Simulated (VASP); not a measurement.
Crystal: SnO2 (Cassiterite).

```
Sn O
1.0
     4.73800    0.00000    0.00000
     0.00000    4.73800    0.00000
     0.00000    0.00000    3.18650
Sn O
2 4
Direct
  0.50000 0.50000 0.50000
  0.00000 0.00000 0.00000
  0.80710 0.19290 0.50000
  0.69290 0.69290 0.00000
  0.19290 0.80710 0.50000
  0.30710 0.30710 0.00000
```

Base run:

- Program: VASP 6.6.1
- Functional: revPBE
- Potentials or basis: VASP PAW PBE potentials, release 64 (Sn_d, O)
- Cutoff: 520 eV
- k mesh: 6 × 6 × 8
- Occupations: fermi-dirac, width 0.05 eV
- Spin: no spin polarisation

Its results: band gap on the k mesh 1.34 eV, direct; pressure 14.9 GPa; largest force 0.317 eV/Å.

Question: After a change of settings the same cell gave: band gap on the k mesh 1.17 eV, direct; pressure 0.3 GPa; largest force 0.181 eV/Å. Which change was it?
A. functional from revPBE to RPBE; dispersion from none to D4
B. functional from revPBE to LDA; potentials or basis from VASP PAW PBE potentials, release 64 (Sn_d, O) to VASP PAW LDA potentials, release 64 (Sn_d, O)
C. functional from revPBE to BLYP
D. further incar settings from ALGO = Normal; EDIFF = 1e-06; NBANDS = 35 to ALGO = Normal; EDIFF = 1e-07; NBANDS = 35; dispersion from none to D3(BJ)

Answer: B.

Caveats: spin-orbit coupling is left out, which moves the levels of the heavy elements; the PAW data sets were made with another functional, which shifts forces and pressure a little (some runs).
